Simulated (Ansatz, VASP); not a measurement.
## BeH in VASP and in Ansatz

The input INCAR:

```
PREC = Accurate
ENCUT = 600
EDIFF = 1E-7
ISMEAR = 0
SIGMA = 0.1
LREAL = F
LASPH = T
NELM = 60
ALGO = Normal
ISIF = 3
LWAVE = F
LCHARG = F
GGA = PE
IBRION = 2
NSW = 100
EDIFFG = -0.01
```

The input KPOINTS:

```
Automatic mesh
0
Gamma
  26 26 26
```

Contents of POSCAR:

```
BeH
1.0
    0.0000000000      1.8298064023      1.8298064023
    1.8298064023      0.0000000000      1.8298064023
    1.8298064023      1.8298064023      0.0000000000
Be H
1 1
Direct
    0.0000000000      0.0000000000      0.0000000000
    0.2500000000      0.2500000000      0.2500000000
```

Input for Ansatz:

```yaml
crystal:
  lattice:
    - [0.0, 1.8298064023, 1.8298064023]
    - [1.8298064023, 0.0, 1.8298064023]
    - [1.8298064023, 1.8298064023, 0.0]
  atoms:
    - { symbol: Be, position: [0.0, 0.0, 0.0] }
    - { symbol: H, position: [0.25, 0.25, 0.25] }
basis:
  ecutwfc: 420
kpoints:
  mp_grid: { grid: [26, 26, 26] }
hamiltonian:
  xc: pbe
scf:
  occupations: { method: gaussian, width: 0.1 }
output:
  forces: true
  stress: true
  eigenvalues: true
relax:
  adjacent_minimum: "off"
  f_tol: 0.01
  max_steps: 80
  cell: { stress_tol: 0.05 }
```

Alike in both runs: task relaxation of cell and atoms; functional PBE; k mesh 26 × 26 × 26; occupations gaussian, width 0.1 eV; no spin polarisation.

```csv
,VASP,Ansatz
version,VASP 6.6.1,Ansatz 0.2.0
potentials or method,"VASP PAW PBE potentials, release 64 (Be, H), cutoff 600 eV","scalar-relativistic, plane waves, PAW"
valence electrons in the cell,3,3
```

VASP gave:

* gap on the k mesh at the Fermi level, each at its own relaxed structure (eV): none
* relaxed volume (Å³/atom): 6.13
* relaxed length of the cell vector where the two differ most in proportion (Å): 2.588

Q: Which values does Ansatz return?

A: gap on the k mesh at the Fermi level, each at its own relaxed structure (eV): none; relaxed volume (Å³/atom): 6.12; relaxed length of the cell vector where the two differ most in proportion (Å): 2.587.

A gap of «none» marks a metal or a gap that the smearing closes.

Noted on VASP's run: the relaxation stopped at its first step, so nothing moved.
